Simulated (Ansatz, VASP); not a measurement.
# BP in VASP and in Ansatz

Contents of INCAR:

```
  PREC = Accurate
  ENCUT = 520
  EDIFF = 1E-6
  ISMEAR = 0
  SIGMA = 0.05
  LREAL = False
  LASPH = True
  NELM = 60
  ALGO = Normal
  ISIF = 2
  LWAVE = False
  LCHARG = False
  GGA = PE
  NBANDS = 11
```

Contents of KPOINTS:

```
Automatic mesh
0
Gamma
  12 12 12
```

The input POSCAR:

```
BP
1.0
    0.0000000000      2.0796187570      2.3461402944
    2.3461402944      0.0000000000      2.3461402944
    2.3461402944      2.0796187570      0.0000000000
B P
1 1
Direct
    0.0000000000      0.0000000000      0.0000000000
    0.7500000000      0.7500000000      0.7500000000
```

Input for Ansatz:

```yaml
crystal:
  lattice:
    - [0.0, 2.079618757, 2.3461402944]
    - [2.3461402944, 0.0, 2.3461402944]
    - [2.3461402944, 2.079618757, 0.0]
  atoms:
    - { symbol: B, position: [0.0, 0.0, 0.0] }
    - { symbol: P, position: [0.75, 0.75, 0.75] }
basis:
  ecutwfc: 520.0
kpoints:
  mp_grid: { grid: [12, 12, 12] }
hamiltonian:
  xc: pbe
scf:
  occupations: { method: gaussian, width: 0.05 }
output:
  forces: true
  stress: true
  eigenvalues: true
```

Alike in both runs: task single point; functional PBE; k mesh 12 × 12 × 12; occupations gaussian, width 0.05 eV; no spin polarisation.

|  | VASP | Ansatz |
| --- | --- | --- |
| version | VASP 6.6.1 | Ansatz 0.2.0 |
| potentials or method | VASP PAW PBE potentials, release 64 (B, P), cutoff 520 eV | scalar-relativistic, plane waves, PAW |
| valence electrons in the cell | 8 | 8 |

|  | VASP | Ansatz | Ansatz less VASP |
| --- | --- | --- | --- |
| gap on the k mesh at the Fermi level (eV) | none | none | - |
| pressure (GPa) | 4.0 | 4.2 | +0.25 |
| traceless stress, the component that is largest in VASP (GPa) | 17.96 | 17.94 | -0.021 |

A gap of «none» marks a metal or a gap that the smearing closes.
